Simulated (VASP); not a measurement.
Wanted: the native input for a VASP 6.6.1 run.

| Item | Value |
| --- | --- |
| Task | single point |
| Functional | r2SCAN |
| Potentials or basis | VASP PAW PBE potentials, release 64 (C, H) |
| Cutoff | 520 eV |
| k mesh | 1 × 1 × 1 |
| Occupations | fermi-dirac, width 0.02 eV |
| Spin | no spin polarisation |
| Dipole correction | no |
| Further INCAR settings | LREAL = Auto; ALGO = Normal; EDIFF = 1e-06; NBANDS = 58 |

H4C:

```
CELL_PARAMETERS angstrom
7.38766 0.00000 0.00000
0.00000 7.38766 0.00000
0.00000 0.00000 7.38766
ATOMIC_POSITIONS crystal
C 0.49503 0.42384 0.58904
C 0.45399 0.80514 0.08021
C 0.38216 0.94988 0.53963
C 0.90000 0.19837 0.41200
C 0.96718 0.70378 0.35213
C 0.96156 0.88885 0.83430
C 0.75465 0.39904 0.00021
C 0.20878 0.37737 0.08869
H 0.59388 0.51905 0.51574
H 0.43068 0.48739 0.70570
H 0.57172 0.29779 0.64893
H 0.40124 0.36962 0.49178
H 0.40426 0.79045 0.94519
H 0.51789 0.94064 0.07035
H 0.55974 0.71347 0.13431
H 0.32956 0.78627 0.17847
H 0.50423 0.03915 0.48645
H 0.35364 0.00883 0.67166
H 0.42046 0.80761 0.55384
H 0.26662 0.96759 0.44262
H 0.83151 0.16644 0.54028
H 0.92966 0.09956 0.32137
H 0.01625 0.26026 0.47428
H 0.77999 0.28725 0.39505
H 0.94453 0.80227 0.46940
H 0.03149 0.58351 0.41671
H 0.05189 0.76549 0.24668
H 0.82163 0.66879 0.32646
H 0.09638 0.93976 0.81426
H 0.89331 0.96623 0.93551
H 0.96721 0.72594 0.85908
H 0.86975 0.89518 0.70998
H 0.77463 0.49435 0.11849
H 0.70468 0.27891 0.05323
H 0.88341 0.37113 0.93191
H 0.66968 0.44431 0.89092
H 0.19688 0.47639 0.20339
H 0.06779 0.29088 0.07943
H 0.32359 0.28829 0.10344
H 0.21554 0.45292 0.96177
```

One way to write it, as run:

POSCAR

```
H4C
1.0
    7.3876590000      0.0000000000      0.0000000000
    0.0000000000      7.3876590000      0.0000000000
    0.0000000000      0.0000000000      7.3876590000
C H
8 32
Direct
    0.4950282627      0.4238419775      0.5890363916
    0.4539868448      0.8051400315      0.0802148556
    0.3821643636     -0.0501241327      0.5396296716
    0.9000009340      0.1983713650      0.4119979008
    0.9671805372      0.7037818069      0.3521277850
    0.9615630608      0.8888471977      0.8342967644
    0.7546504244      0.3990438649      1.0002085911
    0.2087806164      0.3773725885      0.0886884465
    0.5938823110      0.5190548183      0.5157384768
    0.4306777018      0.4873939092      0.7057039314
    0.5717237355      0.2977939290      0.6489335796
    0.4012367111      0.3696164103      0.4917796016
    0.4042552587      0.7904533764     -0.0548076190
    0.5178907148      0.9406362692      0.0703470477
    0.5597442979      0.7134736457      0.1343050620
    0.3295631268      0.7862707253      0.1784733161
    0.5042328023      0.0391463656      0.4864463831
    0.3536438268      0.0088255292      0.6716606709
    0.4204579556     -0.1923884142      0.5538425637
    0.2666203191     -0.0324053939      0.4426165312
    0.8315083303      0.1664397342      0.5402794038
    0.9296585021      0.0995579249      0.3213737938
    1.0162488550      0.2602583579      0.4742774403
    0.7799899806      0.2872493167      0.3950507190
    0.9445346625      0.8022703809      0.4694044487
    1.0314904897      0.5835136679      0.4167084593
    1.0518893739      0.7654928307      0.2466816619
    0.8216269863      0.6687910203      0.3264633628
    1.0963824941      0.9397564235      0.8142633546
    0.8933141067      0.9662330110      0.9355060920
    0.9672076093      0.7259403825      0.8590813409
    0.8697477780      0.8951820868      0.7099813351
    0.7746296899      0.4943514583      1.1184869253
    0.7046751887      0.2789110867      1.0532294466
    0.8834056905      0.3711324521      0.9319054927
    0.6696844021      0.4443085421      0.8909182192
    0.1968823954      0.4763890699      0.2033932535
    0.0677887271      0.2908769882      0.0794297625
    0.3235937122      0.2882915955      0.1034427821
    0.2155351242      0.4529174939     -0.0382259116
```

INCAR.step1

```
SYSTEM = H4C
  PREC = Accurate
  ENCUT = 520
  ISMEAR = -1
  SIGMA = 0.02
  LREAL = Auto
  LASPH = .TRUE.
  NELM = 80
  NBANDS = 58
  GGA = PE
  ALGO = Normal
  EDIFF = 1E-4
  LWAVE = .TRUE.
  LCHARG = .FALSE.
```

INCAR.step2

```
SYSTEM = H4C
  PREC = Accurate
  ENCUT = 520
  EDIFF = 1E-6
  ISMEAR = -1
  SIGMA = 0.02
  LREAL = Auto
  LASPH = .TRUE.
  NELM = 80
  ALGO = Normal
  ISIF = 2
  LWAVE = .FALSE.
  LCHARG = .FALSE.
  METAGGA = R2SCAN
  LMIXTAU = .TRUE.
  NBANDS = 58
  ISTART = 1
```

KPOINTS

```
Automatic mesh
0
G
  1 1 1
  0 0 0
```

Potentials or basis: VASP PAW PBE potentials, release 64 (C, H).

The run is started by

```console
$ cat potpaw_PBE.64/C/POTCAR potpaw_PBE.64/H/POTCAR > POTCAR
$ cp INCAR.step1 INCAR
$ mpirun -np 1 vasp_gam > vasp.out
$ cp INCAR.step2 INCAR
$ mpirun -np 1 vasp_gam > vasp.out
```

Results of the run:

- Pressure: -2.1 GPa
- Largest force: 5.393 eV/Å
- Band gap on the k mesh: 6.66 eV

Caveat: the k points lie up to 0.85 Å⁻¹ apart; the PAW data sets were made with another functional, which shifts forces and pressure a little.

Wall time 110 s on 1 thread of Intel(R) Xeon(R) 6975P-C (Granite Rapids), on a shared host, peak memory 0.43 GiB.
